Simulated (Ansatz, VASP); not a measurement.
## ScSbSe3 in VASP and in Ansatz

```
CELL_PARAMETERS angstrom
5.99981 0.00000 0.00000
-2.99991 5.19599 0.00000
0.00000 0.00000 4.93093
ATOMIC_POSITIONS crystal
Sc 0.00000 0.00000 0.50000
Sb 0.00000 0.00000 0.00000
Se 0.50000 0.00000 0.50000
Se 0.00000 0.50000 0.50000
Se 0.50000 0.50000 0.50000
```

Alike in both runs: task relaxation of cell and atoms; functional PBE; k mesh 3 × 3 × 4; occupations gaussian, width 0.1 eV; no spin polarisation.

|  | VASP | Ansatz |
| --- | --- | --- |
| version | VASP 6.6.1 | Ansatz 0.2.0 |
| potentials or method | VASP PAW PBE potentials, release 64 (Sc_sv, Sb, Se), cutoff 600 eV | scalar-relativistic, plane waves, PAW |
| valence electrons in the cell | 34 | 74 |

```tsv
	VASP	Ansatz	Ansatz less VASP
gap on the k mesh at the Fermi level, each at its own relaxed structure (eV)	none	none	-
relaxed volume (Å³/atom)	31.68	31.67	-0.008
relaxed length of the cell vector where the two differ most in proportion (Å)	5.662	5.661	-0.0008
```

A gap of «none» marks a metal or a gap that the smearing closes. VASP's potentials hold 34 valence electrons a cell and Ansatz's 74, so a difference there can come from the potentials and not from the codes.

The k mesh is coarse, so the values compare programs but aren't converged. Neither program's run includes spin-orbit coupling.
